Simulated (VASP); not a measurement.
# Na4TiO3 (C2) in VASP: further runs

Na4TiO3 is run at these levels: PBE; tasks: single point.

Everything below comes from runs of VASP 6.6.1. Logs are shortened: lines on timing, memory, paths and dates and some standing lists are left out, and cuts for length are marked.

**1. The cell of the first run**

Symmetry: C2, No. 5, monoclinic system. Conventional cell: a = 5.623 Å, b = 5.553 Å, c = 8.094 Å, α = 90.00°, β = 96.48°, γ = 90.00°. Within 2.9 Å of Na (site symmetry 1) lie 2 O at 2.15 to 2.22 Å and 3 Na at 2.75 to 2.86 Å. Na (site symmetry 1) has 5 O at 2.38 to 2.79 Å and 4 Na at 2.83 to 3.49 Å and 4 Ti at 3.14 to 3.31 Å within 3.5 Å. Within 2.6 Å of Ti (site symmetry 2) lie 4 O at 1.97 to 2.01 Å. Within 2.6 Å of O (site symmetry 1) lie 2 Ti at 1.97 to 2.01 Å and 3 Na at 2.38 to 2.59 Å. Within 2.8 Å of O (site symmetry 2) lie 6 Na at 2.15 to 2.57 Å.

**2. Single point, PBE, collinear spin**

Input file INCAR:

```
ALGO = Normal ; EDIFF = 1E-6
ENCUT = 600 ; GGA = PE
GGA_COMPAT = F ; ISIF = 2
ISMEAR = 0 ; ISPIN = 2
LASPH = T ; LCHARG = F
LMAXMIX = 4 ; LORBIT = 11
LREAL = F ; LWAVE = F
MAGMOM = 0 0 0 0 1 0 0 0 ; NBANDS = 43
NELM = 200 ; PREC = Accurate
SIGMA = 0.1
```

Input file KPOINTS:

```
k-points
0
Gamma
  4 4 2
```

Input file POSCAR:

```
Na4TiO3
1.0
    2.8117199430     -2.7765022642      0.0000000000
    2.8117199430      2.7765022642      0.0000000000
   -0.9135751408      0.0000000000      8.0421719491
Na Ti O
4 1 3
Direct
    0.0336519307      0.3286351825      0.8989828102
    0.6713648175      0.9663480693      0.1010171898
    0.4907239554      0.6076042425      0.6959273682
    0.3923957575      0.5092760446      0.3040726318
    0.9536000041      0.0463999959      0.5000000000
    0.9641573740      0.5461698892      0.5309767364
    0.4538301108      0.0358426260      0.4690232636
    0.5398854929      0.4601145071      0.0000000000
```

Potentials or basis: VASP PAW PBE potentials, release 64 (Na_pv, Ti_sv, O).

Launch:

```bash
> cat potpaw_PBE.64/Na_pv/POTCAR potpaw_PBE.64/Ti_sv/POTCAR potpaw_PBE.64/O/POTCAR > POTCAR
> mpirun -np 1 vasp_std > vasp.out
```

OUTCAR:

```text
EDIFF = 1E-6
   ENCUT = 600
   GGA = PE
   ISIF = 2
   ISMEAR = 0
   ISPIN = 2
   LASPH = T
   LORBIT = 11
   LREAL = F
   NELM = 200
   PREC = Accurate

 ion  position               nearest neighbor table
   1  0.034  0.329  0.899-   8 2.15   8 2.22   2 2.75
   2  0.671  0.966  0.101-   8 2.15   8 2.22   1 2.75
   3  0.491  0.608  0.696-
   4  0.392  0.509  0.304-
   5  0.954  0.046  0.500-   6 1.97   7 1.97   7 2.01   6 2.01
   6  0.964  0.546  0.531-   5 1.97   5 2.01
   7  0.454  0.036  0.469-   5 1.97   5 2.01
   8  0.540  0.460  0.000-   2 2.15   1 2.15   2 2.22   1 2.22

  LATTYP: Found a base centered monoclinic cell.
 ALAT       =     5.6234398860
 B/A-ratio  =     0.9874746847
 C/A-ratio  =     1.4393140075
 COS(beta)  =    -0.1128721154

  Lattice vectors:

 A1 = (   2.8117199430,  -2.7765022642,   0.0000000000)
 A2 = (   2.8117199430,   2.7765022642,   0.0000000000)
 A3 = (  -0.9135751408,   0.0000000000,   8.0421719491)

Analysis of symmetry for initial positions (statically):
=====================================================================
 Subroutine PRICEL returns:
 Original cell was already a primitive cell.

 Routine SETGRP: Setting up the symmetry group for a
 base centered monoclinic supercell.

 Subroutine GETGRP returns: Found  2 space group operations
 (whereof  2 operations were pure point group operations)
 out of a pool of  4 trial point group operations.

The static configuration has the point symmetry C_2 .

Analysis of symmetry for dynamics (positions and initial velocities):
=====================================================================
 Subroutine PRICEL returns:
 Original cell was already a primitive cell.

 Routine SETGRP: Setting up the symmetry group for a
 base centered monoclinic supercell.

 Subroutine GETGRP returns: Found  2 space group operations
 (whereof  2 operations were pure point group operations)
 out of a pool of  4 trial point group operations.

The dynamic configuration has the point symmetry C_2 .

Analysis of structural, dynamic, and magnetic symmetry:
=====================================================================
 Subroutine PRICEL returns:
 Original cell was already a primitive cell.

 Routine SETGRP: Setting up the symmetry group for a
 base centered monoclinic supercell.

 Subroutine GETGRP returns: Found  2 space group operations
 (whereof  2 operations were pure point group operations)
 out of a pool of  4 trial point group operations.

The overall configuration has the point symmetry C_2 .

 Subroutine INISYM returns: Found  2 space group operations
 (whereof  2 operations are pure point group operations),
 and found     1 'primitive' translations

----------------------------------------------------------------------------------------

                                     Primitive cell

  volume of cell :     125.5664

  direct lattice vectors                    reciprocal lattice vectors
     2.811719943 -2.776502264  0.000000000     0.177827099 -0.180082691  0.020200814
     2.811719943  2.776502264  0.000000000     0.177827099  0.180082691  0.020200814
    -0.913575141  0.000000000  8.042171949     0.000000000  0.000000000  0.124344519

  length of vectors
     3.951548287  3.951548287  8.093895798     0.253890381  0.253890381  0.124344519

  position of ions in fractional coordinates (direct lattice)
     0.033651931  0.328635183  0.898982810
     0.671364817  0.966348069  0.101017190
     0.490723955  0.607604243  0.695927368
     0.392395757  0.509276045  0.304072632
     0.953600004  0.046399996  0.500000000
     0.964157374  0.546169889  0.530976736
     0.453830111  0.035842626  0.469023264
     0.539885493  0.460114507  0.000000000

  ion indices of the primitive-cell ions
   primitive index   ion index
                 1           1
                 2           2
                 3           3
                 4           4
                 5           5
                 6           6
[... 46 lines left out ...]
   number of dos      NEDOS =    301   number of ions     NIONS =      8
   total plane-waves  NPLWV =  71680
   dimension x,y,z NGX =    32 NGY =   32 NGZ =   70
   dimension x,y,z NGXF=    64 NGYF=   64 NGZF=  140
   ions per type =               4   1   3
   NGX,Y,Z   is equivalent  to a cutoff of  13.46, 13.46, 14.38 a.u.
   NGXF,Y,Z  is equivalent  to a cutoff of  26.93, 26.93, 28.76 a.u.
 SYSTEM =  unknown system
   PREC   = accura    normal or accurate (medium, high low for compatibility)
   ISTART =      0    job   : 0-new  1-cont  2-samecut
   ICHARG =      2    charge: 1-file 2-atom 10-const
   ISPIN  =      2    spin polarized calculation?
   LNONCOLLINEAR =      F non collinear calculations
   LSORBIT =      F    spin-orbit coupling
   LASPH  =      T    aspherical Exc in radial PAW
   ENCUT  =  600.0 eV  44.10 Ry    6.64 a.u.   7.89  7.89 16.17*2*pi/ulx,y,z
   NELM   =    200;   NELMIN=  2; NELMDL= -5     # of ELM steps
   EDIFF  = 0.1E-05   stopping-criterion for ELM
   LREAL  =      F    real-space projection
   EDIFFG = 0.1E-04   stopping-criterion for IOM
   NSW    =      0    number of steps for IOM
   IBRION =     -1    ionic relax: 0-MD 1-quasi-New 2-CG
   NFREE  =      0    steps in history (QN), initial steepest desc. (CG)
   ISIF   =      2    stress and relaxation
   ISYM   =      2    0-nonsym 1-usesym 2-fastsym
   POTIM  = 0.5000    time-step for ionic-motion
   TEBEG  =    0.0;   TEEND  =   0.0 temperature during run
   PSTRESS=    0.0 pullay stress
   NELECT =      58.0000    total number of electrons
   NUPDOWN=      -1.0000    fix difference up-down
   EMIN   =  10.00;   EMAX   =-10.00  energy-range for DOS
   EFERMI =   0.00;   METHOD = LEGACY
   ISMEAR =     0;   SIGMA  =   0.10  broadening in eV -4-tet -1-fermi 0-gaus
   EFERMI_NEDOS =   21; number of points for ismear=-14 and -15
   IALGO  =     38    algorithm
   IMIX   =      4    mixing-type and parameters
     AMIX     =   0.40;   BMIX     =  1.00
     AMIX_MAG =   1.60;   BMIX_MAG =  1.00
  volume/ion in A,a.u.               =      15.70       105.92
  Fermi-wavevector in a.u.,A,eV,Ry     =   1.265493  2.391435 21.789350  1.601472
  Thomas-Fermi vector in A             =   2.398743
   LORBIT       =     11    0 simple, 1 ext, 2 COOP (PROOUT), +10 PAW based schemes
   GGA     = PE    functional components
   LHFCALC =     F    Hartree Fock is set to
   AEXX    =    0.0000 exact exchange contribution
   IVDW    =     0    specifies the selected vdW correction
   LEPSILON=     F    determine dielectric tensor
   LRPA    =     F    only Hartree local field effects (RPA)
 spin polarized calculation
 Gauss-broadening in eV      SIGMA  =   0.10
  energy-cutoff  :      600.00
  volume of cell :      125.57
 maximum number of plane-waves:      4210
   NGX = 15   NGY = 15   NGZ = 33

 number of electron      57.9999999 magnetization      -0.0118263

 number of electron      57.9999999 magnetization       0.0002263

 Free energy of the ion-electron system (eV)
  ---------------------------------------------------
  ext. energy  EPLUGINS =         0.00000000
  ---------------------------------------------------
  free energy    TOTEN  =       -40.03020050 eV

  energy without entropy =      -40.02577239  energy(sigma->0) =      -40.02798645

 E-fermi :   2.8798     XC(G=0):  -8.8998

 val. band max:        2.8232898623   @ k =   0.0000   0.0000   0.5000
 cond. band min:       2.8951835554   @ k =   0.5000   0.5000   0.5000
 fundamental gap:      0.0718936931
 Fermi energy:         2.8798036341

 spin component 1

 k-point     1 :       0.0000    0.0000    0.0000
  band No.  band energies     occupation
      1     -54.9012      1.00000
      2     -31.2708      1.00000
      3     -31.2560      1.00000
      4     -30.9196      1.00000
      5     -21.1634      1.00000
      6     -21.1613      1.00000
[... 605 lines left out ...]
     40       8.9645      0.00000
     41       9.8895      0.00000
 Fermi energy:         2.8798036341

 spin component 2

 k-point     1 :       0.0000    0.0000    0.0000
  band No.  band energies     occupation
      1     -54.9010      1.00000
      2     -31.2707      1.00000
      3     -31.2559      1.00000
      4     -30.9194      1.00000
      5     -21.1634      1.00000
      6     -21.1613      1.00000
[... 605 lines left out ...]
     40       8.9647      0.00000
     41       9.8896      0.00000
 [bands above 41 left out]

------------------------ aborting loop because EDIFF is reached ----------------------------------------

  FORCE on cell =-STRESS in cart. coord.  units (eV):
  Direction    XX          YY          ZZ          XY          YZ          ZX
  --------------------------------------------------------------------------------------
  -------------------------------------------------------------------------------------
  Total        0.1034409      0.0284741      0.0474278      0.0000000      0.0000000     -0.0615822
  in kB        1.3198647      0.3633176      0.6051594      0.0000000      0.0000000     -0.7857639
  external PRESSURE =       0.7627806 kB  Pullay stress =       0.0000000 kB

 VOLUME and BASIS-vectors are now :
 -----------------------------------------------------------------------------
  energy-cutoff  :      600.00
  volume of cell :      125.57
      direct lattice vectors                 reciprocal lattice vectors
     2.811719943 -2.776502264  0.000000000     0.177827099 -0.180082691  0.020200814
     2.811719943  2.776502264  0.000000000     0.177827099  0.180082691  0.020200814
    -0.913575141  0.000000000  8.042171949     0.000000000  0.000000000  0.124344519

 POSITION                                       TOTAL-FORCE (eV/Angst)
 -----------------------------------------------------------------------------------
      0.19736      0.81902      7.22977        -0.004086     -0.007447     -0.007509
      4.51250      0.81902      0.81240         0.004086     -0.007447      0.007509
      2.45241      0.32452      5.59677         0.001654      0.002814     -0.002295
      2.25746      0.32452      2.44540        -0.001654      0.002814      0.002295
      2.35493     -2.51884      4.02109        -0.000000     -0.008826      0.000000
      3.76153     -1.16054      4.27021         0.011298      0.007802      0.016824
      0.94833     -1.16054      3.77197        -0.011298      0.007802     -0.016824
      2.81172     -0.22148      0.00000         0.000000      0.002487      0.000000
 -----------------------------------------------------------------------------------
    total drift:                               -0.000000      0.000138     -0.000000

  FREE ENERGIE OF THE ION-ELECTRON SYSTEM (eV)
  ---------------------------------------------------
  free  energy   TOTEN  =       -40.0302005049 eV

  energy  without entropy=      -40.0257723879  energy(sigma->0) =      -40.02798645

 total charge

# of ion       s       p       d       tot
------------------------------------------
    1        0.097   6.006   0.000   6.103
    2        0.097   6.006   0.000   6.103
    3        0.067   5.993   0.000   6.059
    4        0.067   5.993   0.000   6.059
    5        2.221   6.169   1.812  10.202
    6        1.562   3.441   0.000   5.003
    7        1.562   3.441   0.000   5.003
    8        1.553   3.384   0.000   4.937
--------------------------------------------------
tot          7.224  40.433   1.812  49.469

 magnetization (x)

# of ion       s       p       d       tot
------------------------------------------
    1       -0.000   0.000   0.000  -0.000
    2       -0.000   0.000   0.000  -0.000
    3       -0.000   0.000   0.000  -0.000
    4       -0.000   0.000   0.000  -0.000
    5        0.000  -0.000   0.000   0.000
    6       -0.000  -0.000   0.000  -0.000
    7       -0.000  -0.000   0.000  -0.000
    8       -0.000   0.000   0.000   0.000
--------------------------------------------------
tot         -0.000  -0.000   0.000   0.000
```

Run time: 2.2 min. Hardware: 1 thread of Oxide Virtual Turin-like, shared host; peak memory 0.34 GiB.

What came out:

| Quantity | Value |
| --- | --- |
| Free energy | -40.0302 eV |
| Pressure | 0.1 GPa |
| Largest force | 0.022 eV/Å |
| Band gap on the k mesh | zero (filled and empty bands overlap) |
| Net moment | 0.00 μB per cell |
| Valence electrons inside the program's atomic spheres | Na 6.10, 6.06 (each value once); Ti 10.20; O 5.00, 4.94 (each value once) |

Forces in eV/Å, atoms in the order of the input:
```
Na  -0.004 -0.007 -0.008
Na   0.004 -0.007  0.008
Na   0.002  0.003 -0.002
Na  -0.002  0.003  0.002
Ti   0.000 -0.009  0.000
O    0.011  0.008  0.017
O   -0.011  0.008 -0.017
O    0.000  0.002  0.000
```

Caveat: the k points lie up to 0.40 Å⁻¹ apart.

(Continued in part 2 of 2.)

The gap in the log of VASP goes by the Fermi energy; the results here count the filled bands.